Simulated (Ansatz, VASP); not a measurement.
## SbPt: VASP beside Ansatz

```
Sb Pt
1.0
     4.07418    0.00000    0.00000
    -2.03709    3.52834    0.00000
     0.00000    0.00000    5.39804
Sb Pt
2 2
Direct
  0.33333 0.66667 0.25000
  0.66667 0.33333 0.75000
  0.00000 0.00000 0.00000
  0.00000 0.00000 0.50000
```

Change from the starting cell: volume scaled by 0.96, PAW files.

Alike in both runs: task electric field gradients; functional LDA; k mesh 11 × 11 × 8; occupations fermi-dirac, width 0.08 eV; no spin polarisation.

```csv
,VASP,Ansatz
version,VASP 6.6.1,Ansatz 0.2.0
potentials or method,"VASP PAW LDA potentials, release 64 (Sb, Pt)","PAW with Ansatz's default frozen-core files, scalar-relativistic"
plane-wave cutoff (eV),520,420
valence electrons in the cell,30,66
```

VASP gave:

| Quantity | Value |
| --- | --- |
| pressure (GPa) | 7.0 |
| traceless stress, the component that is largest in VASP (GPa) | -0.27 |
| size of Vzz on the site where it differs most (V/Å²) | 127.9 |

Question: Estimate Ansatz's values.

Answer: Pressure (GPa): 6.7; traceless stress, the component that is largest in VASP (GPa): -0.41; size of Vzz on the site where it differs most (V/Å²): 57.5.

LDA's correlation is that of Perdew and Zunger in VASP and of Perdew and Wang (1992) in Ansatz. VASP's potentials hold 30 valence electrons a cell and Ansatz's 66, so a difference there can come from the potentials and not from the codes.

Neither program's run includes spin-orbit coupling.
